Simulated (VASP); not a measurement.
# HW8C8 in VASP: single point with r2SCAN+D3(BJ)

Aim: the single point of HW8C8 with r2SCAN+D3(BJ).

All numbers are computed with VASP 6.6.1; they aren't measurements. Logs are shortened: lines on timing, memory, paths and dates and some standing lists are left out, and cuts for length are marked.

## (1) The cell of the first run

The cell holds a slab with vacuum, 17 atoms: a = 5.803 Å, b = 5.803 Å, c = 15.251 Å, α = 90.00°, β = 90.00°, γ = 120.00°.

## (2) Single point, r2SCAN+D3(BJ)

Contents of POSCAR:

```
HW8C8
1.0
    5.8034000000      0.0000000000      0.0000000000
   -2.9017000000      5.0258920000      0.0000000000
    0.0000000000      0.0000000000     15.2508500000
W C H
8 8 1
Direct
    0.0000000000      0.0000000000      0.0655701000
    0.0001920775      0.0006468718      0.2521340023
    0.0000000000      0.5000000000      0.0655701000
    0.0001872726      0.4996261147      0.2521437279
    0.5000000000      0.0000000000      0.0655701000
    0.4998712267     -0.0000296423      0.2523889034
    0.5000000000      0.5000000000      0.0655701000
    0.4991484711      0.4996106382      0.2521196491
    0.3334408470      0.1664904194      0.1511356588
    0.3317802828      0.1680098015      0.3242266734
    0.3334368387      0.6669736602      0.1511365493
    0.3317853224      0.6638560843      0.3242286135
    0.8329797338      0.1665075801      0.1511401472
    0.8358876501      0.1679756049      0.3242397731
    0.8332710934      0.6666551873      0.1528435352
    0.8330805147      0.6666069084      0.3319526108
    0.8325076102      0.6664805677      0.4030844217
```

Contents of INCAR.step1:

```
PREC = Accurate
ENCUT = 520
ISMEAR = -1
SIGMA = 0.15
LREAL = Auto
LASPH = True
NELM = 60
NBANDS = 86
GGA = PE
ALGO = Normal
EDIFF = 1E-4
LWAVE = True
LCHARG = False
```

Contents of INCAR.step2:

```
PREC = Accurate
ENCUT = 520
EDIFF = 1E-6
ISMEAR = -1
SIGMA = 0.15
LREAL = Auto
LASPH = True
NELM = 60
ALGO = Normal
ISIF = 2
LWAVE = False
LCHARG = True
METAGGA = R2SCAN
LMIXTAU = True
IVDW = 12
VDW_S6 = 1.0
VDW_S8 = 0.78981345
VDW_A1 = 0.49484001
VDW_A2 = 5.73083694
LELF = True
LVHAR = True
NBANDS = 86
ISTART = 1
```

Contents of KPOINTS:

```
regular mesh
0
Gamma
  3 3 1
```

Potentials or basis: VASP PAW PBE potentials, release 64 (W_sv, C, H).

The run is started by

```
$ cat potpaw_PBE.64/W_sv/POTCAR potpaw_PBE.64/C/POTCAR potpaw_PBE.64/H/POTCAR > POTCAR
$ cp INCAR.step1 INCAR
$ mpirun -np 1 vasp_std > vasp.out
$ cp INCAR.step2 INCAR
$ mpirun -np 1 vasp_std > vasp.out
```

OUTCAR:

```text
PREC = Accurate
   ENCUT = 520
   EDIFF = 1E-6
   ISMEAR = -1
   LREAL = Auto
   LASPH = True
   NELM = 60
   ISIF = 2
   METAGGA = R2SCAN
   IVDW = 12
   ISTART = 1
 IVDW          = 12

 ion  position               nearest neighbor table
   1  0.000  0.000  0.066-   9 2.12  13 2.12  15 2.14   2 2.85   5 2.90   5 2.90   3 2.90   3 2.90
                             7 2.90   7 2.90
   2  0.000  0.001  0.252-  10 2.00  14 2.00  16 2.07  15 2.26  13 2.27   9 2.28   1 2.85   8 2.90
                             4 2.90   6 2.90   6 2.90   4 2.91   8 2.91
   3  0.000  0.500  0.066-  11 2.12  13 2.12  15 2.14   4 2.85   7 2.90   7 2.90   5 2.90   1 2.90
                             1 2.90   5 2.90
   4  0.000  0.500  0.252-  12 2.00  14 2.00  16 2.07  15 2.26  13 2.28  11 2.28   3 2.85   8 2.90
                             2 2.90   6 2.90   6 2.90   2 2.91   8 2.91
   5  0.500  0.000  0.066-  13 2.12  11 2.12   9 2.12   6 2.85   1 2.90   1 2.90   3 2.90   7 2.90
                             7 2.90   3 2.90
   6  0.500  1.000  0.252-  14 2.01  12 2.01  10 2.01   9 2.28  11 2.28  13 2.28   5 2.85   2 2.90
                             4 2.90   8 2.90   8 2.90   4 2.90   2 2.90
   7  0.500  0.500  0.066-   9 2.12  11 2.12  15 2.14   8 2.85   3 2.90   3 2.90   5 2.90   5 2.90
                             1 2.90   1 2.90
   8  0.499  0.500  0.252-  10 2.00  12 2.00  16 2.07  15 2.26  11 2.27   9 2.27   7 2.85   2 2.90
                             4 2.90   6 2.90   6 2.90   4 2.91   2 2.91
   9  0.333  0.166  0.151-   5 2.12   1 2.12   7 2.12   8 2.27   2 2.28   6 2.28
  10  0.332  0.168  0.324-   2 2.00   8 2.00   6 2.01
  11  0.333  0.667  0.151-   5 2.12   3 2.12   7 2.12   8 2.27   4 2.28   6 2.28
  12  0.332  0.664  0.324-   4 2.00   8 2.00   6 2.01
  13  0.833  0.167  0.151-   5 2.12   3 2.12   1 2.12   2 2.27   4 2.28   6 2.28
  14  0.836  0.168  0.324-   4 2.00   2 2.00   6 2.01
  15  0.833  0.667  0.153-   7 2.14   1 2.14   3 2.14   4 2.26   2 2.26   8 2.26
  16  0.833  0.667  0.332-  17 1.08   8 2.07   2 2.07   4 2.07
  17  0.833  0.666  0.403-  16 1.08

  LATTYP: Found a hexagonal cell.
 ALAT       =     5.8034000000
 C/A-ratio  =     2.6279163938

  Lattice vectors:

 A1 = (   5.8034000000,   0.0000000000,   0.0000000000)
 A2 = (  -2.9017000000,   5.0258920000,   0.0000000000)
 A3 = (   0.0000000000,   0.0000000000,  15.2508500000)

Analysis of symmetry for initial positions (statically):
=====================================================================
 Subroutine PRICEL returns:
 Original cell was already a primitive cell.

 Routine SETGRP: Setting up the symmetry group for a
 hexagonal supercell.

 Subroutine GETGRP returns: Found  1 space group operations
 (whereof  1 operations were pure point group operations)
 out of a pool of 24 trial point group operations.

The static configuration has the point symmetry C_1 .
[... 133 lines left out ...]
   PSTRESS=    0.0 pullay stress
   NELECT =     145.0000    total number of electrons
   NUPDOWN=      -1.0000    fix difference up-down
   EMIN   =  10.00;   EMAX   =-10.00  energy-range for DOS
   EFERMI =   0.00;   METHOD = LEGACY
   ISMEAR =    -1;   SIGMA  =   0.15  broadening in eV -4-tet -1-fermi 0-gaus
   EFERMI_NEDOS =   21; number of points for ismear=-14 and -15
   IALGO  =     38    algorithm
   IMIX   =      4    mixing-type and parameters
     AMIX     =   0.40;   BMIX     =  1.00
     AMIX_MAG =   1.60;   BMIX_MAG =  1.00
  volume/ion in A,a.u.               =      26.17       176.58
  Fermi-wavevector in a.u.,A,eV,Ry     =   1.126681  2.129118 17.271369  1.269410
  Thomas-Fermi vector in A             =   2.263364
   LORBIT       =      0    0 simple, 1 ext, 2 COOP (PROOUT), +10 PAW based schemes
   METAGGA = R2SCAN    functional components
   LHFCALC =     F    Hartree Fock is set to
   AEXX    =    0.0000 exact exchange contribution
   IVDW    =    12    specifies the selected vdW correction
   LEPSILON=     F    determine dielectric tensor
   LRPA    =     F    only Hartree local field effects (RPA)
 non-spin polarized calculation
  energy-cutoff  :      520.00
  volume of cell :      444.83
 maximum number of plane-waves:     11985
 NGX is ok and might be reduce to    48
   NGX = 21   NGY = 21   NGZ = 57

 number of electron     144.9999997 magnetization

 Free energy of the ion-electron system (eV)
  ---------------------------------------------------
  ext. energy  EPLUGINS =         0.00000000
  ---------------------------------------------------
  free energy    TOTEN  =      -480.03557041 eV

  energy without entropy =     -479.76399568  energy(sigma->0) =     -479.89978304

 E-fermi :   0.8311     XC(G=0):  -6.8085

 val. band max:        0.6025622507   @ k =   0.3333   0.0000   0.0000
 cond. band min:       1.1711849794   @ k =   0.0000   0.0000   0.0000
 fundamental gap:      0.5686227288
 Fermi energy:         0.8310888549

 k-point     1 :       0.0000    0.0000    0.0000
  band No.  band energies     occupation
      1     -75.0516      2.00000
      2     -75.0282      2.00000
      3     -74.9737      2.00000
      4     -74.9693      2.00000
      5     -74.9691      2.00000
      6     -74.9567      2.00000
[... 424 lines left out ...]
     83       3.3771      0.00000
     84       3.5567      0.00000
 [bands above 84 left out]

------------------------ aborting loop because EDIFF is reached ----------------------------------------

 Edisp (eV)   -1.96282

 E8    (eV) :    -0.7381

  FORCE on cell =-STRESS in cart. coord.  units (eV):
  Direction    XX          YY          ZZ          XY          YZ          ZX
  --------------------------------------------------------------------------------------
  -------------------------------------------------------------------------------------
  Total       4.47083     4.46058     1.23715     0.01479     0.01175     0.04394
  in kB      16.10310    16.06616     4.45600     0.05328     0.04232     0.15825
  external pressure =       12.21 kB  Pullay stress =        0.00 kB

 VOLUME and BASIS-vectors are now :
 -----------------------------------------------------------------------------
  energy-cutoff  :      520.00
  volume of cell :      444.83
      direct lattice vectors                 reciprocal lattice vectors
     5.803400000  0.000000000  0.000000000     0.172312782  0.099484828  0.000000000
    -2.901700000  5.025892000  0.000000000     0.000000000  0.198969656  0.000000000
     0.000000000  0.000000000 15.250850000     0.000000000  0.000000000  0.065570116

 POSITION                                       TOTAL-FORCE (eV/Angst)
 -----------------------------------------------------------------------------------
      0.00000      0.00000      1.00000        -0.002989     -0.127984     -0.059360
     -0.00076      0.00325      3.84526         0.001812     -0.025469     -0.019897
     -1.45085      2.51295      1.00000        -0.113395      0.063117     -0.058164
     -1.44868      2.51107      3.84541        -0.020410      0.012589     -0.021482
      2.90170      0.00000      1.00000        -0.002726     -0.000616     -0.150226
     -0.00066      5.02574      3.84915         0.000238     -0.000759     -0.025311
[... 9 lines left out ...]
      2.90041      3.35029      5.06256         0.001206      0.001075      0.026866
      2.89745      3.34966      6.14738         0.005699      0.001173      0.057584
 -----------------------------------------------------------------------------------
    total drift:                                0.001178      0.000794      0.019918

  FREE ENERGIE OF THE ION-ELECTRON SYSTEM (eV)
  ---------------------------------------------------
  free  energy   TOTEN  =      -481.9983951474 eV

  energy  without entropy=     -481.7268204238  energy(sigma->0) =     -481.86260779
```

Run time: 15 min. Hardware: 1 thread of Intel Xeon 6975P-C (Granite Rapids), shared host; peak memory 0.72 GiB.

Results:

| Item | Value |
| --- | --- |
| Free energy | -481.9984 eV |
| Largest force | 0.150 eV/Å |
| Band gap on the k mesh | zero (an odd number of electrons rules out a gap without spin polarisation) |
| Dispersion energy per atom | -0.115 eV |

Forces in eV/Å, atoms in the order of the input:
```
W   -0.003 -0.128 -0.059
W    0.002 -0.025 -0.020
W   -0.113  0.063 -0.058
W   -0.020  0.013 -0.021
W   -0.003 -0.001 -0.150
W    0.000 -0.001 -0.025
W    0.107  0.063 -0.061
W    0.023  0.013 -0.020
C   -0.002  0.001 -0.005
C   -0.003  0.000  0.119
C    0.000 -0.002 -0.005
C   -0.002 -0.002  0.120
C    0.002  0.001 -0.003
C    0.003  0.003  0.118
C    0.003  0.000 -0.012
C    0.001  0.001  0.027
H    0.006  0.001  0.058
```

Levels at points of the mesh, in eV from the Fermi level:
```tsv
k point	band 69	band 70	band 71	band 72	band 73	band 74	band 75	band 76	band 77	band 78
(0.00, 0.00, 0.00)	-0.49	0.34	0.34	0.35	0.35	0.40	1.36	1.47	1.47	2.37
```

Caveat: the k points lie up to 0.42 Å⁻¹ apart, too coarse for converged energies and pressures of a metal; there is no dipole correction, which matters where the two faces differ; the PAW data sets were made with another functional, which shifts forces and pressure a little; spin-orbit coupling is left out, which moves the levels of the heavy elements.

The gap in the log of VASP goes by the Fermi energy; the results here count the filled bands.